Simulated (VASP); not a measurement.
# KF in VASP: further runs

The runs below take KF through single point, with PBE.

All numbers are computed with VASP 6.6.1; they aren't measurements. Logs are shortened: lines on timing, memory, paths and dates and some standing lists are left out, and cuts for length are marked.

## Step 1: The cell of the first run

It takes space group Pm-3m (No. 221, cubic). Conventional cell: a = 3.259 Å, b = 3.259 Å, c = 3.259 Å, α = 90.00°, β = 90.00°, γ = 90.00°. Within 3.7 Å of K (site symmetry m-3m) lie 8 F at 2.82 Å and 6 K at 3.26 Å. Within 3.7 Å of F (site symmetry m-3m) lie 8 K at 2.82 Å and 6 F at 3.26 Å.

## Step 2: Single point, PBE

INCAR reads:

```
SYSTEM = KF
ALGO = Normal
EDIFF = 1E-6
ENCUT = 520
GGA = PE
ISIF = 2
ISMEAR = 0
LASPH = .True.
LCHARG = .False.
LREAL = .False.
LWAVE = .False.
NBANDS = 15
NELM = 80
PREC = Accurate
SIGMA = 0.01
```

KPOINTS reads:

```
k-points
0
Gamma
  5 5 5
  0 0 0
```

POSCAR reads:

```
KF
1.0
    3.2589500000      0.0000000000      0.0000000000
    0.0000000000      3.2589500000      0.0000000000
    0.0000000000      0.0000000000      3.2589500000
K F
1 1
Direct
    0.0000000000      0.0000000000      0.0000000000
    0.5000000000      0.5000000000      0.5000000000
```

Potentials or basis: VASP PAW PBE potentials, release 64 (K_sv, F).

Command:

```bash
$ cat potpaw_PBE.64/K_sv/POTCAR potpaw_PBE.64/F/POTCAR > POTCAR
$ mpirun -np 1 vasp_std > vasp.out
```

OUTCAR:

```text
SYSTEM = KF
   EDIFF = 1E-6
   ENCUT = 520
   GGA = PE
   ISIF = 2
   ISMEAR = 0
   LASPH = .True.
   LREAL = .False.
   NELM = 80
   PREC = Accurate

 ion  position               nearest neighbor table
   1  0.000  0.000  0.000-   2 2.82   2 2.82   2 2.82   2 2.82   2 2.82   2 2.82   2 2.82   2 2.82

   2  0.500  0.500  0.500-   1 2.82   1 2.82   1 2.82   1 2.82   1 2.82   1 2.82   1 2.82   1 2.82

  LATTYP: Found a simple cubic cell.
 ALAT       =     3.2589500000

  Lattice vectors:

 A1 = (   3.2589500000,   0.0000000000,   0.0000000000)
 A2 = (   0.0000000000,   3.2589500000,   0.0000000000)
 A3 = (   0.0000000000,   0.0000000000,   3.2589500000)

Analysis of symmetry for initial positions (statically):
=====================================================================
 Subroutine PRICEL returns:
 Original cell was already a primitive cell.

 Routine SETGRP: Setting up the symmetry group for a
 simple cubic supercell.

 Subroutine GETGRP returns: Found 48 space group operations
 (whereof 48 operations were pure point group operations)
 out of a pool of 48 trial point group operations.

The static configuration has the point symmetry O_h .

Analysis of symmetry for dynamics (positions and initial velocities):
=====================================================================
 Subroutine PRICEL returns:
 Original cell was already a primitive cell.

 Routine SETGRP: Setting up the symmetry group for a
 simple cubic supercell.

 Subroutine GETGRP returns: Found 48 space group operations
 (whereof 48 operations were pure point group operations)
 out of a pool of 48 trial point group operations.

The dynamic configuration has the point symmetry O_h .

 Subroutine INISYM returns: Found 48 space group operations
 (whereof 48 operations are pure point group operations),
 and found     1 'primitive' translations

----------------------------------------------------------------------------------------

                                     Primitive cell

  volume of cell :      34.6125

  direct lattice vectors                    reciprocal lattice vectors
     3.258950000  0.000000000  0.000000000     0.306847297  0.000000000  0.000000000
     0.000000000  3.258950000  0.000000000     0.000000000  0.306847297  0.000000000
     0.000000000  0.000000000  3.258950000     0.000000000  0.000000000  0.306847297

  length of vectors
     3.258950000  3.258950000  3.258950000     0.306847297  0.306847297  0.306847297

  position of ions in fractional coordinates (direct lattice)
     0.000000000  0.000000000  0.000000000
     0.500000000  0.500000000  0.500000000

  ion indices of the primitive-cell ions
   primitive index   ion index
                 1           1
                 2           2

----------------------------------------------------------------------------------------

 KPOINTS: k-points

Automatic generation of k-mesh.
 Grid dimensions read from file:
 generate k-points for:    5    5    5

 Generating k-lattice:

  Cartesian coordinates                     Fractional coordinates (reciprocal lattice)
     0.061369459  0.000000000  0.000000000     0.200000000  0.000000000  0.000000000
     0.000000000  0.061369459  0.000000000     0.000000000  0.200000000  0.000000000
     0.000000000  0.000000000  0.061369459     0.000000000  0.000000000  0.200000000

  Length of vectors
     0.061369459  0.061369459  0.061369459

  Shift w.r.t. Gamma in fractional coordinates (k-lattice)
     0.000000000  0.000000000  0.000000000

 Subroutine IBZKPT returns following result:
 ===========================================

 Found     10 irreducible k-points:

 Following reciprocal coordinates:
            Coordinates               Weight
  0.000000  0.000000  0.000000      1.000000
  0.200000  0.000000  0.000000      6.000000
  0.400000  0.000000  0.000000      6.000000
  0.200000  0.200000  0.000000     12.000000
  0.400000  0.200000  0.000000     24.000000
  0.400000  0.400000  0.000000     12.000000
  0.200000  0.200000  0.200000      8.000000
  0.400000  0.200000  0.200000     24.000000
  0.400000  0.400000  0.200000     24.000000
  0.400000  0.400000  0.400000      8.000000
   k-points           NKPTS =     10   k-points in BZ     NKDIM =     10   number of bands    NBANDS=     15
   number of dos      NEDOS =    301   number of ions     NIONS =      2
   total plane-waves  NPLWV =  13824
   dimension x,y,z NGX =    24 NGY =   24 NGZ =   24
   dimension x,y,z NGXF=    48 NGYF=   48 NGZF=   48
   ions per type =               1   1
   NGX,Y,Z   is equivalent  to a cutoff of  12.24, 12.24, 12.24 a.u.
   NGXF,Y,Z  is equivalent  to a cutoff of  24.49, 24.49, 24.49 a.u.
 SYSTEM =  KF
   PREC   = accura    normal or accurate (medium, high low for compatibility)
   ISTART =      0    job   : 0-new  1-cont  2-samecut
   ICHARG =      2    charge: 1-file 2-atom 10-const
   ISPIN  =      1    spin polarized calculation?
   LNONCOLLINEAR =      F non collinear calculations
   LSORBIT =      F    spin-orbit coupling
   LASPH  =      T    aspherical Exc in radial PAW
   ENCUT  =  520.0 eV  38.22 Ry    6.18 a.u.   6.06  6.06  6.06*2*pi/ulx,y,z
   NELM   =     80;   NELMIN=  2; NELMDL= -5     # of ELM steps
   EDIFF  = 0.1E-05   stopping-criterion for ELM
   LREAL  =      F    real-space projection
[... 7 lines left out ...]
   TEBEG  =    0.0;   TEEND  =   0.0 temperature during run
   PSTRESS=    0.0 pullay stress
   NELECT =      16.0000    total number of electrons
   NUPDOWN=      -1.0000    fix difference up-down
   EMIN   =  10.00;   EMAX   =-10.00  energy-range for DOS
   EFERMI =   0.00;   METHOD = LEGACY
   ISMEAR =     0;   SIGMA  =   0.01  broadening in eV -4-tet -1-fermi 0-gaus
   EFERMI_NEDOS =   21; number of points for ismear=-14 and -15
   IALGO  =     38    algorithm
   IMIX   =      4    mixing-type and parameters
     AMIX     =   0.40;   BMIX     =  1.00
     AMIX_MAG =   1.60;   BMIX_MAG =  1.00
  volume/ion in A,a.u.               =      17.31       116.79
  Fermi-wavevector in a.u.,A,eV,Ry     =   1.265816  2.392045 21.800469  1.602289
  Thomas-Fermi vector in A             =   2.399049
   LORBIT       =      0    0 simple, 1 ext, 2 COOP (PROOUT), +10 PAW based schemes
   GGA     = PE    functional components
   LHFCALC =     F    Hartree Fock is set to
   AEXX    =    0.0000 exact exchange contribution
   IVDW    =     0    specifies the selected vdW correction
   LEPSILON=     F    determine dielectric tensor
   LRPA    =     F    only Hartree local field effects (RPA)
 non-spin polarized calculation
 Gauss-broadening in eV      SIGMA  =   0.01
  energy-cutoff  :      520.00
  volume of cell :       34.61
 maximum number of plane-waves:       948
   NGX = 13   NGY = 13   NGZ = 13

 number of electron      15.9999992 magnetization

 Free energy of the ion-electron system (eV)
  ---------------------------------------------------
  ext. energy  EPLUGINS =         0.00000000
  ---------------------------------------------------
  free energy    TOTEN  =        -8.09360040 eV

  energy without entropy =       -8.09360040  energy(sigma->0) =       -8.09360040

 E-fermi :  -2.0200     XC(G=0):  -9.0242

 val. band max:       -2.0644261186   @ k =   0.4000   0.4000   0.0000
 cond. band min:       4.2206156818   @ k =   0.0000   0.0000   0.0000
 fundamental gap:      6.2850418004
 Fermi energy:        -2.0199902084

 k-point     1 :       0.0000    0.0000    0.0000
  band No.  band energies     occupation
      1     -29.0575      2.00000
      2     -20.9349      2.00000
      3     -12.0891      2.00000
      4     -12.0891      2.00000
      5     -12.0891      2.00000
      6      -2.0877      2.00000
      7      -2.0877      2.00000
      8      -2.0877      2.00000
      9       4.2206      0.00000
     10       6.2533      0.00000
     11       6.2533      0.00000
     12      11.7796      0.00000
     13      11.7796      0.00000
     14      11.7796      0.00000
     15      18.8672      0.00000

 k-point     2 :       0.2000    0.0000    0.0000
  band No.  band energies     occupation
      1     -29.0149      2.00000
      2     -20.9436      2.00000
      3     -12.3349      2.00000
      4     -12.0516      2.00000
      5     -12.0516      2.00000
      6      -2.5431      2.00000
      7      -2.1241      2.00000
      8      -2.1241      2.00000
      9       5.2009      0.00000
     10       6.5468      0.00000
     11       7.0952      0.00000
     12      11.1999      0.00000
     13      11.1999      0.00000
     14      11.8927      0.00000
     15      16.7559      0.00000

 k-point     3 :       0.4000    0.0000    0.0000
  band No.  band energies     occupation
      1     -28.9446      2.00000
      2     -20.9611      2.00000
      3     -12.7027      2.00000
      4     -11.9900      2.00000
      5     -11.9900      2.00000
      6      -3.1584      2.00000
      7      -2.1865      2.00000
      8      -2.1865      2.00000
      9       6.9543      0.00000
     10       7.1264      0.00000
     11       8.5835      0.00000
     12      10.4733      0.00000
     13      10.4733      0.00000
     14      12.0863      0.00000
     15      14.8435      0.00000
[... 91 lines left out ...]
 k-point     9 :       0.4000    0.4000    0.2000
  band No.  band energies     occupation
      1     -28.8158      2.00000
      2     -20.8395      2.00000
      3     -12.7253      2.00000
      4     -12.7109      2.00000
      5     -12.1975      2.00000
      6      -2.7863      2.00000
      7      -2.7355      2.00000
      8      -2.3947      2.00000
      9       7.3090      0.00000
     10       8.2551      0.00000
     11       9.2592      0.00000
     12       9.2599      0.00000
     13      11.1292      0.00000
     14      11.6250      0.00000
     15      14.9378      0.00000

 k-point    10 :       0.4000    0.4000    0.4000
  band No.  band energies     occupation
      1     -28.7609      2.00000
      2     -20.7930      2.00000
      3     -12.6442      2.00000
      4     -12.6196      2.00000
      5     -12.6196      2.00000
      6      -2.9486      2.00000
      7      -2.9486      2.00000
      8      -2.8420      2.00000
      9       8.1061      0.00000
     10       8.5642      0.00000
     11       8.5642      0.00000
     12      11.2907      0.00000
     13      11.2907      0.00000
     14      11.9396      0.00000
     15      15.4389      0.00000

------------------------ aborting loop because EDIFF is reached ----------------------------------------

  FORCE on cell =-STRESS in cart. coord.  units (eV):
  Direction    XX          YY          ZZ          XY          YZ          ZX
  --------------------------------------------------------------------------------------
  -------------------------------------------------------------------------------------
  Total       -0.0022539     -0.0022539     -0.0022539      0.0000000      0.0000000      0.0000000
  in kB       -0.1043293     -0.1043293     -0.1043293      0.0000000      0.0000000      0.0000000
  external PRESSURE =      -0.1043293 kB  Pullay stress =       0.0000000 kB

 VOLUME and BASIS-vectors are now :
 -----------------------------------------------------------------------------
  energy-cutoff  :      520.00
  volume of cell :       34.61
      direct lattice vectors                 reciprocal lattice vectors
     3.258950000  0.000000000  0.000000000     0.306847297  0.000000000  0.000000000
     0.000000000  3.258950000  0.000000000     0.000000000  0.306847297  0.000000000
     0.000000000  0.000000000  3.258950000     0.000000000  0.000000000  0.306847297

 POSITION                                       TOTAL-FORCE (eV/Angst)
 -----------------------------------------------------------------------------------
      0.00000      0.00000      0.00000         0.000000      0.000000      0.000000
      1.62948      1.62948      1.62948         0.000000      0.000000      0.000000
 -----------------------------------------------------------------------------------
    total drift:                                0.000000      0.000000     -0.000000

  FREE ENERGIE OF THE ION-ELECTRON SYSTEM (eV)
  ---------------------------------------------------
  free  energy   TOTEN  =        -8.0936004008 eV

  energy  without entropy=       -8.0936004008  energy(sigma->0) =       -8.09360040
```

Run time: 2.5 s. Hardware: 1 thread of Intel Xeon 6975P-C (Granite Rapids), shared host; peak memory 0.13 GiB.

Results:

* Free energy: -8.0936 eV
* Pressure: 0.0 GPa
* Band gap on the k mesh: 6.29 eV, indirect (least direct gap 6.31 eV)

Levels at points of the mesh, in eV from the valence-band top:
| k point | band 5 | band 6 | band 7 | band 8 | band 9 | band 10 | band 11 | band 12 |
| --- | --- | --- | --- | --- | --- | --- | --- | --- |
| (0.00, 0.00, 0.00) | -10.02 | -0.02 | -0.02 | -0.02 | 6.29 | 8.32 | 8.32 | 13.84 |

A k mesh can miss the band edges. A hybrid or GW would open this gap; PBE tends to underestimate it.

## Step 3: Single point, PBE

INCAR reads:

```
SYSTEM = KF
PREC = Accurate
ENCUT = 520
EDIFF = 1E-7
ISMEAR = 0
SIGMA = 0.01
LREAL = .FALSE.
LASPH = .TRUE.
NELM = 60
ALGO = Normal
ISIF = 2
LWAVE = .FALSE.
LCHARG = .TRUE.
GGA = PE
LELF = .TRUE.
LVHAR = .TRUE.
NBANDS = 15
```

KPOINTS reads:

```
Automatic mesh
0
G
  5 5 5
  0 0 0
```

Edit POSCAR of step 2 so:

```diff
@@ -8,3 +8,3 @@
 Direct
-    0.0000000000      0.0000000000      0.0000000000
+    0.0030684730      0.0000000000      0.0000000000
     0.5000000000      0.5000000000      0.5000000000
```

Potentials or basis: VASP PAW PBE potentials, release 64 (K_sv, F).

Command:

```bash
$ cat potpaw_PBE.64/K_sv/POTCAR potpaw_PBE.64/F/POTCAR > POTCAR
$ mpirun -np 1 vasp_std > vasp.out
```

Wall time 3.7 s (1 thread of Intel Xeon 6975P-C (Granite Rapids), shared host); peak memory 0.14 GiB.

Results (log left out):

| Quantity | Value |
| --- | --- |
| Free energy | -8.0936 eV |
| Pressure | 0.0 GPa |
| Largest force | 0.008 eV/Å |
| Band gap on the k mesh | 6.29 eV, indirect (least direct gap 6.31 eV) |

Forces in eV/Å, atoms in the order of the input:
```
K   -0.008  0.000  0.000
F    0.008  0.000  0.000
```

Levels at points of the mesh, in eV from the valence-band top:
```tsv
k point	band 4	band 5	band 6	band 7	band 8	band 9	band 10	band 11	band 12	band 13
(0.00, 0.00, 0.00)	-10.02	-10.02	-0.02	-0.02	-0.02	6.29	8.32	8.32	13.84	13.84
```
